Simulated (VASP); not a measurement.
## GeP4: single point with PBE

Crystal: GeP4.

```
Ge P
1.0
    -2.28083    2.28083    5.67551
     2.28083   -2.28083    5.67551
     2.28083    2.28083   -5.67551
Ge P
1 4
Direct
  0.00000 0.00000 0.00000
  0.25000 0.75000 0.50000
  0.75000 0.25000 0.50000
  0.38006 0.38006 0.00000
  0.61994 0.61994 0.00000
```

```json
{
 "Program": "VASP 6.6.1",
 "Task": "single point",
 "Functional": "PBE",
 "Potentials or basis": "VASP PAW PBE potentials, release 64 (Ge_d, P)",
 "Cutoff": "520 eV",
 "k mesh": "6 × 6 × 6",
 "Occupations": "gaussian, width 0.1 eV",
 "Spin": "no spin polarisation"
}
```

```yaml
Pressure: -11.9 GPa
Largest_force: 1.252 eV/Å
Band_gap_on_the_k_mesh: zero (band 17 reaches 5.30 eV, above the bottom of band 18 at 4.20 eV)
```

Forces on the atoms (eV/Å):
```
Ge   0.000  0.000  0.000
P    0.000  0.000  0.000
P    0.000  0.000  0.000
P    0.000  0.000 -1.252
P    0.000  0.000  1.252
```

Stress tensor (GPa, compression positive):
```
-11.54   0.00   0.00
  0.00 -11.54   0.00
  0.00   0.00 -12.64
```

Levels at points of the mesh, in eV from the Fermi level:
| k point | band 14 | band 15 | band 16 | band 17 | band 18 | band 19 | band 20 | band 21 |
| --- | --- | --- | --- | --- | --- | --- | --- | --- |
| (0.00, 0.00, 0.00) | -2.84 | -2.31 | -1.17 | -1.03 | 0.22 | 0.22 | 0.62 | 2.66 |
| (0.50, 0.00, 0.00) | -3.29 | -2.51 | -1.46 | -0.13 | 0.26 | 0.57 | 1.40 | 1.53 |
| (0.50, 0.50, 0.00) | -3.34 | -2.31 | 0.58 | 0.76 | 0.79 | 0.94 | 1.51 | 1.53 |
| (0.50, 0.50, 0.50) | -1.83 | -1.83 | -0.85 | -0.47 | 0.12 | 0.12 | 0.12 | 1.89 |

Run time: 62 s on 1 thread of Intel(R) Xeon(R) 6975P-C (Granite Rapids) (shared host), peak memory 0.37 GiB.

Caveat: forces of over 1 eV/Å act on the atoms, so gaps and moduli don't describe the material at rest.
